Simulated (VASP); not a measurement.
Input of a VASP 6.6.1 run:

Contents of INCAR:

```
SYSTEM = Sn2F
ALGO = Normal ; EDIFF = 1E-6
ENCUT = 520 ; GGA = PE
ISIF = 2 ; ISMEAR = 0
LASPH = .True. ; LCHARG = .True.
LELF = .True. ; LREAL = .False.
LVHAR = .True. ; LWAVE = .False.
NBANDS = 24 ; NELM = 60
PREC = Accurate ; SIGMA = 0.1
```

Contents of KPOINTS:

```
k-points
0
Gamma
  6 6 6
  0 0 0
```

The input POSCAR:

```
Sn2F
1.0
    4.7527407156      0.0000000000      0.0000000000
   -2.3763703578      4.1159941973      0.0000000000
    0.0000000000      0.0000000000      3.2836796699
Sn F
2 1
Direct
    0.3333333333      0.6666666667      0.2308672679
    0.6666666667      0.3333333333      0.7691327321
    0.0000000000      0.0000000000      0.0000000000
```

Potentials or basis: VASP PAW PBE potentials, release 64 (Sn_d, F).

The run is started by

```sh
$ cat potpaw_PBE.64/Sn_d/POTCAR potpaw_PBE.64/F/POTCAR > POTCAR
$ mpirun -np 1 vasp_std > vasp.out
```

Question: What does it give for the band gap on the k mesh?

Answer: Zero (an odd number of electrons rules out a gap without spin polarisation).

Question: What does it give for the pressure?

Answer: -0.2 GPa.

Stress tensor (GPa, compression positive):
```
-0.10  0.00  0.00
 0.00 -0.10  0.00
 0.00  0.00 -0.35
```

Caveat: spin-orbit coupling is left out, which moves the levels of the heavy elements.
